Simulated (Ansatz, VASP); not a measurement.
## CdS: VASP beside Ansatz

```
CELL_PARAMETERS angstrom
0.00000 2.79360 3.02640
2.79360 0.00000 3.02640
2.79360 2.79360 0.00000
ATOMIC_POSITIONS crystal
Cd 0.00000 0.00000 0.00000
S 0.75000 0.75000 0.75000
```

Change from the starting cell: strain -0.040 along x and y, +0.040 along z, atoms carried along.

Alike in both runs: task single point; functional PBE; k mesh 8 × 8 × 8; occupations gaussian, width 0.05 eV; no spin polarisation.

|  | VASP | Ansatz |
| --- | --- | --- |
| version | VASP 6.6.1 | Ansatz 0.2.0 |
| potentials or method | VASP PAW PBE potentials, release 64 (Cd, S), cutoff 520 eV | scalar-relativistic, plane waves, PAW |
| valence electrons in the cell | 18 | 26 |

|  | VASP | Ansatz | Ansatz less VASP |
| --- | --- | --- | --- |
| gap on the k mesh at the Fermi level (eV) | 1.15 | 1.14 | -0.008 |
| least direct gap on the mesh (eV) | 1.15 | 1.14 | -0.008 |
| pressure (GPa) | 6.7 | 6.2 | -0.44 |
| traceless stress, the component that is largest in VASP (GPa) | -0.87 | -0.90 | -0.032 |

VASP's potentials hold 18 valence electrons a cell and Ansatz's 26, so a difference there can come from the potentials and not from the codes.
